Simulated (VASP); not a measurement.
Set up this calculation in VASP 6.6.1, as the native input.

```yaml
Task: single point
Functional: PBE
Potentials_or_basis: VASP PAW PBE potentials, release 64 (Sc_sv, W_sv)
Cutoff: 520 eV
k_mesh: 12 × 12 × 14
Occupations: fermi-dirac, width 0.15 eV
Spin: no spin polarisation
Dipole_correction: no
Further_INCAR_settings: ALGO = Normal; EDIFF = 1e-06; NBANDS = 25
```

The structure of Sc2W lies in POSCAR:

```
Sc2W
1.0
    4.8841156001      0.0000000000      0.0000000000
   -2.4420578000      4.2297681847      0.0000000000
    0.0000000000      0.0000000000      2.8232977240
Sc W
2 1
Direct
    0.3333333333      0.6666666667      0.5000000000
    0.6666666667      0.3333333333      0.5000000000
    0.0000000000      0.0000000000      0.0000000000
```

These files were run (other wordings do the same):

INCAR

```
  ALGO = Normal
  EDIFF = 1E-6
  ENCUT = 520
  GGA = PE
  ISIF = 2
  ISMEAR = -1
  LASPH = T
  LCHARG = F
  LREAL = F
  LWAVE = F
  NBANDS = 25
  NELM = 100
  PREC = Accurate
  SIGMA = 0.15
```

KPOINTS

```
k-points
0
Gamma
  12 12 14
```

Potentials or basis: VASP PAW PBE potentials, release 64 (Sc_sv, W_sv).

Run with:

```sh
$ cat potpaw_PBE.64/Sc_sv/POTCAR potpaw_PBE.64/W_sv/POTCAR > POTCAR
$ mpirun -np 1 vasp_std > vasp.out
```

It gave:

```
Pressure               : 0.2 GPa
Band gap on the k mesh : zero (bands 18 and 19 overlap by 0.48 eV)
```

Caveat: spin-orbit coupling is left out, which moves the levels of the heavy elements.

It took 3.5 min on 1 thread of Intel(R) Xeon(R) Platinum 8259CL CPU @ 2.50GHz (Skylake/Cascade Lake) (shared host), peak memory 0.33 GiB.
